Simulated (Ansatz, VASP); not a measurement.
One calculation of Si2W, two programs

```
CELL_PARAMETERS angstrom
4.69071 0.00000 0.00000
-2.34536 4.06228 0.00000
0.00000 0.00000 6.43237
ATOMIC_POSITIONS crystal
Si 0.84886 0.69771 0.50000
Si 0.15114 0.84886 0.83333
Si 0.69771 0.84886 0.16667
Si 0.15114 0.30229 0.50000
Si 0.84886 0.15114 0.83333
Si 0.30229 0.15114 0.16667
W 0.00000 0.50000 0.16667
W 0.50000 0.50000 0.83333
W 0.50000 0.00000 0.50000
```

Alike in both runs: task single point; functional PBE; k mesh 9 × 9 × 6; occupations gaussian, width 0.03 eV; no spin polarisation.

|  | VASP | Ansatz |
| --- | --- | --- |
| version | VASP 6.6.1 | Ansatz 0.2.0 |
| potentials or method | VASP PAW PBE potentials, release 64 (Si, W_sv), cutoff 520 eV | scalar-relativistic, plane waves, PAW |
| valence electrons in the cell | 66 | 66 |

```csv
,VASP,Ansatz,Ansatz less VASP
gap on the k mesh at the Fermi level (eV),none,none,-
pressure (GPa),2.0,2.0,0.00
"traceless stress, the component that is largest in VASP (GPa)",6.54,6.56,+0.019
rms of the force components (eV/Å),0.790,0.794,+0.0040
```

Atom by atom the forces differ by 0.004 eV/Å (rms over components). A gap of «none» marks a metal or a gap that the smearing closes.

Spin-orbit coupling is off throughout.
